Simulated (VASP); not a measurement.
Here is a VASP 6.6.1 calculation.

Contents of INCAR:

```
  PREC = Accurate
  ENCUT = 520
  EDIFF = 1E-6
  ISMEAR = -1
  SIGMA = 0.05
  LREAL = F
  LASPH = T
  NELM = 60
  ALGO = Fast
  ISIF = 2
  LWAVE = F
  LCHARG = F
  GGA = PE
  NBANDS = 20
```

File KPOINTS:

```
Automatic mesh
0
Gamma
  10 10 8
```

File POSCAR:

```
Ga
1.0
    1.4500000000     -4.0650000000      0.0000000000
    1.4500000000      4.0650000000      0.0000000000
    0.0000000000      0.0000000000      3.1700000000
Ga
2
Direct
    0.1330000000      0.8670000000      0.7500000000
    0.8670000000      0.1330000000      0.2500000000
```

Potentials or basis: VASP PAW PBE potentials, release 64 (Ga_d).

Command:

```bash
$ cat potpaw_PBE.64/Ga_d/POTCAR > POTCAR
$ mpirun -np 1 vasp_std > vasp.out
```

Task: What does it give for the pressure?

Result: 1.6 GPa.

Task: Predict the band gap on the k mesh.

Result: Zero (band 13 reaches 10.79 eV, above the bottom of band 14 at 1.42 eV).

Task: What does it give for the largest force?

Result: 0.216 eV/Å.

Forces in eV/Å, atoms in the order of the input:
```
Ga   0.000 -0.216  0.000
Ga   0.000  0.216  0.000
```
